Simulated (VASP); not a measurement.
Write the native input for VASP 6.6.1 that does the following.

* Task: single point
* Functional: PBE
* Potentials or basis: VASP PAW PBE potentials, release 64 (Ba_sv, Hf_pv, O)
* Cutoff: 600 eV
* k mesh: 6 × 6 × 6
* Occupations: gaussian, width 0.02 eV
* Spin: no spin polarisation
* Dipole correction: no
* Further INCAR settings: ALGO = Normal; EDIFF = 1e-06; NBANDS = 27

The structure of BaHfO3 lies in POSCAR:

```
BaHfO3
1.0
    4.2066186423      0.0000000000      0.0000000000
    0.0000000000      4.2066186423      0.0000000000
    0.0000000000      0.0000000000      4.2066186423
Ba Hf O
1 1 3
Direct
    0.0000000000      0.0000000000      0.0000000000
    0.5000000000      0.5000000000      0.5000000000
    0.5000000000      0.5000000000      0.0000000000
    0.0000000000      0.5000000000      0.5000000000
    0.5000000000      0.0000000000      0.5000000000
```

One way to write it, as run:

INCAR

```
SYSTEM = BaHfO3
  PREC = Accurate
  ENCUT = 600
  EDIFF = 1E-6
  ISMEAR = 0
  SIGMA = 0.02
  LREAL = .False.
  LASPH = .True.
  NELM = 120
  ALGO = Normal
  ISIF = 2
  LWAVE = .False.
  LCHARG = .False.
  GGA = PE
  NBANDS = 27
  GGA_COMPAT = .False.
```

KPOINTS

```
Automatic mesh
0
Gamma
  6 6 6
  0 0 0
```

Potentials or basis: VASP PAW PBE potentials, release 64 (Ba_sv, Hf_pv, O).

Command:

```console
$ cat potpaw_PBE.64/Ba_sv/POTCAR potpaw_PBE.64/Hf_pv/POTCAR potpaw_PBE.64/O/POTCAR > POTCAR
$ mpirun -np 1 vasp_std > vasp.out
```

It gave:

| Item | Value |
| --- | --- |
| Pressure | -0.8 GPa |
| Band gap on the k mesh | 3.54 eV (least direct gap 3.78 eV) |

Caveat: spin-orbit coupling is left out, which moves the levels of the heavy elements.

Run time: 66 s on 1 thread of Intel Xeon 8259CL, on a shared host, peak memory 0.23 GiB.
